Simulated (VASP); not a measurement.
# Lu2Si2O (P3m1) in VASP: single point with PBE

Aim: the single point of Lu2Si2O with PBE.

Everything below comes from runs of VASP 6.6.1. Logs are shortened: lines on timing, memory, paths and dates and some standing lists are left out, and cuts for length are marked.

### 1 The cell of the first run

The structure is trigonal, space group P3m1 (No. 156). The conventional cell has a = 3.418 Å, b = 3.418 Å, c = 10.532 Å, α = 90.00°, β = 90.00°, γ = 120.00°. Lu (site symmetry 3m) has 3 O at 2.10 Å within 2.8 Å. Within 3.8 Å of Lu (site symmetry 3m) lie 6 Si at 2.91 to 2.92 Å and 6 Lu at 3.42 Å. Within 3.8 Å of Si (site symmetry 3m) lie 3 Lu at 2.91 Å and 6 Si at 3.42 Å and 3 O at 3.78 Å. Si (site symmetry 3m) has 6 Lu at 2.92 to 3.04 Å and 6 Si at 3.42 Å and 3 O at 3.61 Å within 3.8 Å. Within 2.8 Å of O (site symmetry 3m) lie 3 Lu at 2.10 Å.

The cell was generated, and may not be a known phase.

### 2 Single point, PBE

INCAR reads:

```
SYSTEM = Lu2Si2O
PREC = Accurate
ENCUT = 1340
EDIFF = 1E-6
ISMEAR = 0
SIGMA = 0.1
LREAL = .FALSE.
LASPH = .TRUE.
NELM = 120
ALGO = Normal
ISIF = 2
LWAVE = .FALSE.
LCHARG = .FALSE.
GGA = PE
NBANDS = 40
GGA_COMPAT = .FALSE.
```

KPOINTS reads:

```
regular mesh
0
G
  6 6 4
  0 0 0
```

POSCAR reads:

```
Lu2Si2O
1.0
    3.4184348851      0.0000000023      0.0000000000
   -1.7092174445      2.9604514505      0.0000000000
    0.0000000000      0.0000000000     10.5320092520
Lu Si O
2 2 1
Direct
    0.0000000000      0.0000000000      0.6345883125
    0.0000000000      0.0000000000      0.0581428271
    0.6666666667      0.3333333333      0.2612488014
    0.6666666667      0.3333333333     -0.1460543579
    0.3333333333      0.6666666667      0.5670327369
```

Potentials or basis: VASP PAW PBE potentials, release 64 (Lu, Si, O_h).

Launch:

```bash
cat potpaw_PBE.64/Lu/POTCAR potpaw_PBE.64/Si/POTCAR potpaw_PBE.64/O_h/POTCAR > POTCAR
mpirun -np 1 vasp_std > vasp.out
```

OUTCAR:

```text
SYSTEM = Lu2Si2O
   PREC = Accurate
   ENCUT = 1340
   EDIFF = 1E-6
   ISMEAR = 0
   LREAL = .FALSE.
   LASPH = .TRUE.
   NELM = 120
   ISIF = 2
   GGA = PE

 ion  position               nearest neighbor table
   1  0.000  0.000  0.635-   5 2.10   5 2.10   5 2.10   4 3.04   4 3.04   4 3.04
   2  0.000  0.000  0.058-   3 2.91   3 2.91   3 2.91   4 2.92   4 2.92   4 2.92
   3  0.667  0.333  0.261-   2 2.91   2 2.91   2 2.91
   4  0.667  0.333  0.854-   2 2.92   2 2.92   2 2.92   1 3.04   1 3.04   1 3.04
   5  0.333  0.667  0.567-   1 2.10   1 2.10   1 2.10

  LATTYP: Found a hexagonal cell.
 ALAT       =     3.4184348851
 C/A-ratio  =     3.0809448201

  Lattice vectors:

 A1 = (   3.4184348851,   0.0000000023,   0.0000000000)
 A2 = (  -1.7092174445,   2.9604514505,   0.0000000000)
 A3 = (   0.0000000000,   0.0000000000,  10.5320092520)

Analysis of symmetry for initial positions (statically):
=====================================================================
 Subroutine PRICEL returns:
 Original cell was already a primitive cell.

 Routine SETGRP: Setting up the symmetry group for a
 hexagonal supercell.

 Subroutine GETGRP returns: Found  6 space group operations
 (whereof  6 operations were pure point group operations)
 out of a pool of 24 trial point group operations.

The static configuration has the point symmetry C_3v.

Analysis of symmetry for dynamics (positions and initial velocities):
=====================================================================
 Subroutine PRICEL returns:
 Original cell was already a primitive cell.

 Routine SETGRP: Setting up the symmetry group for a
 hexagonal supercell.

 Subroutine GETGRP returns: Found  6 space group operations
 (whereof  6 operations were pure point group operations)
 out of a pool of 24 trial point group operations.

The dynamic configuration has the point symmetry C_3v.

 Subroutine INISYM returns: Found  6 space group operations
 (whereof  6 operations are pure point group operations),
 and found     1 'primitive' translations

----------------------------------------------------------------------------------------

                                     Primitive cell

  volume of cell :     106.5851

  direct lattice vectors                    reciprocal lattice vectors
     3.418434885  0.000000002  0.000000000     0.292531534  0.168893160  0.000000000
    -1.709217444  2.960451450  0.000000000    -0.000000000  0.337786320  0.000000000
     0.000000000  0.000000000 10.532009252     0.000000000  0.000000000  0.094948644

  length of vectors
     3.418434885  3.418434885 10.532009252     0.337786320  0.337786320  0.094948644

  position of ions in fractional coordinates (direct lattice)
     0.000000000  0.000000000  0.634588313
     0.000000000  0.000000000  0.058142827
     0.666666667  0.333333333  0.261248801
     0.666666667  0.333333333  0.853945642
     0.333333333  0.666666667  0.567032737

  ion indices of the primitive-cell ions
   primitive index   ion index
                 1           1
                 2           2
                 3           3
                 4           4
                 5           5

----------------------------------------------------------------------------------------

 KPOINTS: regular mesh

Automatic generation of k-mesh.
 Grid dimensions read from file:
 generate k-points for:    6    6    4

 Generating k-lattice:

  Cartesian coordinates                     Fractional coordinates (reciprocal lattice)
     0.048755256  0.028148860  0.000000000     0.166666667  0.000000000  0.000000000
    -0.000000000  0.056297720  0.000000000     0.000000000  0.166666667  0.000000000
     0.000000000  0.000000000  0.023737161     0.000000000  0.000000000  0.250000000

  Length of vectors
     0.056297720  0.056297720  0.023737161

  Shift w.r.t. Gamma in fractional coordinates (k-lattice)
     0.000000000  0.000000000  0.000000000

 Subroutine IBZKPT returns following result:
 ===========================================

 Found     24 irreducible k-points:

 Following reciprocal coordinates:
            Coordinates               Weight
  0.000000  0.000000  0.000000      1.000000
  0.166667  0.000000  0.000000      6.000000
  0.333333  0.000000  0.000000      6.000000
  0.500000  0.000000  0.000000      3.000000
  0.166667  0.166667  0.000000      6.000000
  0.333333  0.166667  0.000000     12.000000
[... 16 lines left out ...]
  0.333333  0.166667  0.500000     12.000000
  0.333333  0.333333  0.500000      2.000000
   k-points           NKPTS =     24   k-points in BZ     NKDIM =     24   number of bands    NBANDS=     40
   number of dos      NEDOS =    301   number of ions     NIONS =      5
   total plane-waves  NPLWV = 222264
   dimension x,y,z NGX =    42 NGY =   42 NGZ =  126
   dimension x,y,z NGXF=    84 NGYF=   84 NGZF=  252
   ions per type =               2   2   1
   NGX,Y,Z   is equivalent  to a cutoff of  20.43, 20.43, 19.89 a.u.
   NGXF,Y,Z  is equivalent  to a cutoff of  40.85, 40.85, 39.78 a.u.
 SYSTEM =  Lu2Si2O
   PREC   = accura    normal or accurate (medium, high low for compatibility)
   ISTART =      0    job   : 0-new  1-cont  2-samecut
   ICHARG =      2    charge: 1-file 2-atom 10-const
   ISPIN  =      1    spin polarized calculation?
   LNONCOLLINEAR =      F non collinear calculations
   LSORBIT =      F    spin-orbit coupling
   LASPH  =      T    aspherical Exc in radial PAW
   ENCUT  = 1340.0 eV  98.49 Ry    9.92 a.u.  10.20 10.20 31.44*2*pi/ulx,y,z
   NELM   =    120;   NELMIN=  2; NELMDL= -5     # of ELM steps
   EDIFF  = 0.1E-05   stopping-criterion for ELM
   LREAL  =      F    real-space projection
   EDIFFG = 0.1E-04   stopping-criterion for IOM
   NSW    =      0    number of steps for IOM
   IBRION =     -1    ionic relax: 0-MD 1-quasi-New 2-CG
   NFREE  =      0    steps in history (QN), initial steepest desc. (CG)
   ISIF   =      2    stress and relaxation
   ISYM   =      2    0-nonsym 1-usesym 2-fastsym
   POTIM  = 0.5000    time-step for ionic-motion
   TEBEG  =    0.0;   TEEND  =   0.0 temperature during run
   PSTRESS=    0.0 pullay stress
   NELECT =      64.0000    total number of electrons
   NUPDOWN=      -1.0000    fix difference up-down
   EMIN   =  10.00;   EMAX   =-10.00  energy-range for DOS
   EFERMI =   0.00;   METHOD = LEGACY
   ISMEAR =     0;   SIGMA  =   0.10  broadening in eV -4-tet -1-fermi 0-gaus
   EFERMI_NEDOS =   21; number of points for ismear=-14 and -15
   IALGO  =     38    algorithm
   IMIX   =      4    mixing-type and parameters
     AMIX     =   0.40;   BMIX     =  1.00
     AMIX_MAG =   1.60;   BMIX_MAG =  1.00
  volume/ion in A,a.u.               =      21.32       143.85
  Fermi-wavevector in a.u.,A,eV,Ry     =   1.381135  2.609966 25.953558  1.907533
  Thomas-Fermi vector in A             =   2.505947
   LORBIT       =      0    0 simple, 1 ext, 2 COOP (PROOUT), +10 PAW based schemes
   GGA     = PE    functional components
   LHFCALC =     F    Hartree Fock is set to
   AEXX    =    0.0000 exact exchange contribution
   IVDW    =     0    specifies the selected vdW correction
   LEPSILON=     F    determine dielectric tensor
   LRPA    =     F    only Hartree local field effects (RPA)
 non-spin polarized calculation
 Gauss-broadening in eV      SIGMA  =   0.10
  energy-cutoff  :     1340.00
  volume of cell :      106.59
 maximum number of plane-waves:     11958
 NGX is ok and might be reduce to    42
   NGX = 21   NGY = 21   NGZ = 63

 number of electron      64.0000002 magnetization

 Free energy of the ion-electron system (eV)
  ---------------------------------------------------
  ext. energy  EPLUGINS =         0.00000000
  ---------------------------------------------------
  free energy    TOTEN  =       -29.64508427 eV

  energy without entropy =      -29.63755163  energy(sigma->0) =      -29.64131795

 E-fermi :   3.2544     XC(G=0): -10.1245

 val. band max:        3.1726078117   @ k =   0.1667   0.1667   0.5000
 cond. band min:       3.2721293709   @ k =   0.3333   0.3333   0.5000
 fundamental gap:      0.0995215592
 Fermi energy:         3.2543942362

 k-point     1 :       0.0000    0.0000    0.0000
  band No.  band energies     occupation
      1     -52.5098      2.00000
      2     -52.0678      2.00000
      3     -23.2418      2.00000
      4     -23.0015      2.00000
      5     -23.0015      2.00000
      6     -22.9918      2.00000
[... 32 lines left out ...]
     39       8.4771      0.00000
     40       8.5128      0.00000

 k-point     2 :       0.1667    0.0000    0.0000
  band No.  band energies     occupation
      1     -52.5040      2.00000
      2     -52.0605      2.00000
      3     -23.2225      2.00000
      4     -23.1143      2.00000
      5     -23.0273      2.00000
      6     -23.0012      2.00000
[... 32 lines left out ...]
     39       8.4309      0.00000
     40       8.5949      0.00000

 k-point     3 :       0.3333    0.0000    0.0000
  band No.  band energies     occupation
      1     -52.4924      2.00000
      2     -52.0459      2.00000
      3     -23.3323      2.00000
      4     -23.2852      2.00000
      5     -23.1836      2.00000
      6     -23.0786      2.00000
[... 32 lines left out ...]
     39       7.9570      0.00000
     40       8.3263      0.00000

 k-point     4 :       0.5000    0.0000    0.0000
  band No.  band energies     occupation
      1     -52.4866      2.00000
      2     -52.0386      2.00000
      3     -23.4600      2.00000
      4     -23.4377      2.00000
      5     -23.1641      2.00000
      6     -23.1040      2.00000
[... 32 lines left out ...]
     39       8.2964      0.00000
     40       8.5145      0.00000
[... 772 lines left out ...]
     39       8.1296      0.00000
     40       8.5228      0.00000

 k-point    23 :       0.3333    0.1667    0.5000
  band No.  band energies     occupation
      1     -52.4866      2.00000
      2     -52.0386      2.00000
      3     -23.3857      2.00000
      4     -23.3826      2.00000
      5     -23.1641      2.00000
      6     -23.1620      2.00000
[... 32 lines left out ...]
     39       7.6895      0.00000
     40       8.3167      0.00000

 k-point    24 :       0.3333    0.3333    0.5000
  band No.  band energies     occupation
      1     -52.4837      2.00000
      2     -52.0349      2.00000
      3     -23.3699      2.00000
      4     -23.3130      2.00000
      5     -23.3004      2.00000
      6     -23.1544      2.00000
[... 32 lines left out ...]
     39       7.9739      0.00000
     40       8.0811      0.00000

------------------------ aborting loop because EDIFF is reached ----------------------------------------

  FORCE on cell =-STRESS in cart. coord.  units (eV):
  Direction    XX          YY          ZZ          XY          YZ          ZX
  --------------------------------------------------------------------------------------
  -------------------------------------------------------------------------------------
  Total        0.3991522      0.3991522      0.2080425      0.0000000      0.0000000      0.0000000
  in kB        6.0000191      6.0000191      3.1272760      0.0000000      0.0000000      0.0000000
  external PRESSURE =       5.0424380 kB  Pullay stress =       0.0000000 kB

 VOLUME and BASIS-vectors are now :
 -----------------------------------------------------------------------------
  energy-cutoff  :     1340.00
  volume of cell :      106.59
      direct lattice vectors                 reciprocal lattice vectors
     3.418434885  0.000000002  0.000000000     0.292531534  0.168893160  0.000000000
    -1.709217444  2.960451450  0.000000000    -0.000000000  0.337786320  0.000000000
     0.000000000  0.000000000 10.532009252     0.000000000  0.000000000  0.094948644

 POSITION                                       TOTAL-FORCE (eV/Angst)
 -----------------------------------------------------------------------------------
      0.00000      0.00000      6.68349         0.000000      0.000000      0.117772
      0.00000      0.00000      0.61236        -0.000000      0.000000      0.006720
      1.70922      0.98682      2.75147        -0.000000      0.000000     -0.006267
      1.70922      0.98682      8.99376        -0.000000      0.000000     -0.024420
     -0.00000      1.97363      5.97199         0.000000     -0.000000     -0.093805
 -----------------------------------------------------------------------------------
    total drift:                                0.000000     -0.000000      0.000674

  FREE ENERGIE OF THE ION-ELECTRON SYSTEM (eV)
  ---------------------------------------------------
  free  energy   TOTEN  =       -29.6450842750 eV

  energy  without entropy=      -29.6375516251  energy(sigma->0) =      -29.64131795
```

It took 10 min on 1 thread of Intel Xeon Platinum 8375C at 2.90GHz (Ice Lake), shared host; peak memory 0.77 GiB.

What came out:

- Free energy: -29.6451 eV
- Pressure: 0.5 GPa
- Largest force: 0.118 eV/Å
- Band gap on the k mesh: zero (bands 32 and 33 overlap by 3.27 eV)

Forces on the atoms (eV/Å):
```
Lu   0.000  0.000  0.118
Lu   0.000  0.000  0.007
Si   0.000  0.000 -0.006
Si   0.000  0.000 -0.024
O    0.000  0.000 -0.094
```

Levels at points of the mesh, in eV from the Fermi level:
| k point | band 30 | band 31 | band 32 | band 33 | band 34 | band 35 |
| --- | --- | --- | --- | --- | --- | --- |
| (0.00, 0.00, 0.00) | -0.68 | 0.49 | 2.01 | 2.01 | 3.32 | 3.32 |
| (0.50, 0.00, 0.00) | -2.62 | -1.37 | -0.56 | 0.80 | 1.19 | 2.35 |
| (0.00, 0.00, 0.50) | -1.43 | 1.13 | 2.01 | 2.01 | 3.33 | 3.33 |
| (0.50, 0.00, 0.50) | -2.69 | -1.46 | -0.52 | 0.79 | 1.19 | 2.34 |

Caveat: spin-orbit coupling is left out, which moves the levels of the heavy elements.

The gap in the log of VASP goes by the Fermi energy; the results here count the filled bands.